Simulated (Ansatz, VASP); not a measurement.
**Al3B5Ru in VASP and in Ansatz**

```
Al B Ru
1.0
     5.54046    0.00000    0.00000
    -2.77023    4.79818    0.00000
     0.00000    0.00000    3.22996
Al B Ru
3 5 1
Direct
  0.57319 0.00000 0.00000
  0.00000 0.57319 0.00000
  0.42681 0.42681 0.00000
  0.31540 0.00000 0.50000
  0.00000 0.31540 0.50000
  0.68460 0.68460 0.50000
  0.33333 0.66667 0.50000
  0.66667 0.33333 0.50000
  0.00000 0.00000 0.00000
```

Change from the starting cell: species swapped into the Lu3Ga5Co type (P-62m, No. 189).

Alike in both runs: functional PBE; k mesh 6 × 6 × 6; occupations gaussian, width 0.1 eV; no spin polarisation.

Ansatz relaxed the structure, and its values are those at the end. VASP's run is a single point on that final structure, the one shown.

```csv
,VASP,Ansatz
version,VASP 6.6.1,Ansatz 0.2.0
potentials or method,"VASP PAW PBE potentials, release 64 (Al, B, Ru_pv), cutoff 520 eV","scalar-relativistic, plane waves, PAW"
valence electrons in the cell,38,40
```

Ansatz gave:

```
gap on the k mesh at the Fermi level (eV) : none
pressure (GPa)                            : 0.0
rms of the force components (eV/Å)        : 0.007
```

Question: Estimate VASP's values.

Answer: gap on the k mesh at the Fermi level (eV): none; pressure (GPa): 0.0; rms of the force components (eV/Å): 0.009.

A gap of «none» marks a metal or a gap that the smearing closes. VASP's potentials hold 38 valence electrons a cell and Ansatz's 40, so a difference there can come from the potentials and not from the codes.
